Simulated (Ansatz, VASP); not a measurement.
**Two plane-wave programs on Y3LuO2**

```
Y Lu O
1.0
     4.55426    0.00000    0.00000
     0.00000    4.55426    0.00000
     0.00000    0.00000    6.43847
Y Lu O
3 1 2
Direct
  0.50000 0.00000 0.99767
  0.00000 0.50000 0.99767
  0.00000 0.00000 0.43114
  0.50000 0.50000 0.57467
  0.50000 0.50000 0.90938
  0.00000 0.00000 0.08947
```

Change from the starting cell: species swapped into the Zr2P3S type (P4mm, No. 99).

Alike in both runs: functional PBE; k mesh 8 × 8 × 6; occupations gaussian, width 0.01 eV; no spin polarisation.

Ansatz relaxed the structure, and its values are those at the end. VASP's run is a single point on that final structure, the one shown.

```csv
,VASP,Ansatz
version,VASP 6.6.1,Ansatz 0.2.0
potentials or method,"VASP PAW PBE potentials, release 64 (Y_sv, Lu, O), cutoff 520 eV","scalar-relativistic, plane waves, PAW"
valence electrons in the cell,70,70
```

VASP gave:

| Quantity | Value |
| --- | --- |
| gap on the k mesh at the Fermi level (eV) | 0.04 |
| least direct gap on the mesh (eV) | 0.16 |
| pressure (GPa) | 0.0 |
| rms of the force components (eV/Å) | 0.032 |

Problem. Which values does Ansatz return?

Solution. gap on the k mesh at the Fermi level (eV): 0.04; least direct gap on the mesh (eV): 0.16; pressure (GPa): 0.0; rms of the force components (eV/Å): 0.000.

With one functional, cell and mesh, what is left measures potentials, basis and numerics.

Spin-orbit coupling is off throughout.
